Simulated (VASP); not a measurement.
MgZn3, 4 atoms in the cell. It takes space group Pm-3m (No. 221, cubic). The conventional cell has a = 3.894 Å, b = 3.894 Å, c = 3.894 Å, α = 90.00°, β = 90.00°, γ = 90.00°. Within 3.6 Å of Mg (site symmetry m-3m) lie 12 Zn at 2.75 Å. Zn (site symmetry 4/mmm) has 4 Mg at 2.75 Å and 8 Zn at 2.75 Å within 3.6 Å. 

| Item | Value |
| --- | --- |
| Program | VASP 6.6.1 |
| Task | single point |
| Functional | LDA |
| Potentials or basis | VASP PAW LDA potentials, release 64 (Mg, Zn) |
| Cutoff | 520 eV |
| k mesh | 7 × 7 × 7 |
| Occupations | gaussian, width 0.1 eV |
| Spin | no spin polarisation |
| Dipole correction | no |
| Further INCAR settings | ALGO = Normal; EDIFF = 1e-07; NBANDS = 27 |

Potentials or basis: VASP PAW LDA potentials, release 64 (Mg, Zn).

Run with:

```console
$ cat potpaw_LDA.64/Mg/POTCAR potpaw_LDA.64/Zn/POTCAR > POTCAR
$ mpirun -np 1 vasp_std > vasp.out
```

Hardware: 1 thread of Intel(R) Xeon(R) Platinum 8488C (Sapphire Rapids), on a shared host.

Q: How long does it take, and how much memory?

A: Run time: 15 s on 1 thread of Intel(R) Xeon(R) Platinum 8488C (Sapphire Rapids), with other jobs on the host, peak memory 0.16 GiB. Counts: scf iterations 12, k points 20.
